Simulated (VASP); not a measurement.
Write the native input for VASP 6.6.1 that does the following.

* Task: single point
* Functional: PBE
* Potentials or basis: VASP PAW PBE potentials, release 64 (P)
* Cutoff: 520 eV
* k mesh: 9 × 9 × 9
* Occupations: fermi-dirac, width 0.05 eV
* Spin: no spin polarisation
* Dipole correction: no
* Further INCAR settings: ALGO = Normal; EDIFF = 1e-06; NBANDS = 12

The structure of P lies in POSCAR:

```
P
1.0
    1.7595715195      1.0158890905      3.1910618704
   -1.7595715195      1.0158890905      3.1910618704
    0.0000000000     -2.0317781808      3.1910618704
P
2
Direct
    0.7729197500      0.7729197500      0.7729197500
    0.2270802500      0.2270802500      0.2270802500
```

This cell differs from its parent crystal: volume scaled by 1.06.

The input as run:

INCAR

```
PREC = Accurate
ENCUT = 520
EDIFF = 1E-6
ISMEAR = -1
SIGMA = 0.05
LREAL = F
LASPH = T
NELM = 60
ALGO = Normal
ISIF = 2
LWAVE = F
LCHARG = F
GGA = PE
NBANDS = 12
```

KPOINTS

```
regular mesh
0
Gamma
  9 9 9
```

Potentials or basis: VASP PAW PBE potentials, release 64 (P).

Run with:

```bash
$ cat potpaw_PBE.64/P/POTCAR > POTCAR
$ mpirun -np 1 vasp_std > vasp.out
```

Results of the run:

```json
{
  "Pressure": "-3.3 GPa",
  "Largest force": "0.206 eV/Å",
  "Band gap on the k mesh": "zero (band 5 reaches 8.62 eV, above the bottom of band 6 at 8.05 eV)"
}
```

It took 11 s on 1 thread of Intel(R) Xeon(R) 6975P-C (Granite Rapids), with other jobs on the host, peak memory 0.16 GiB.
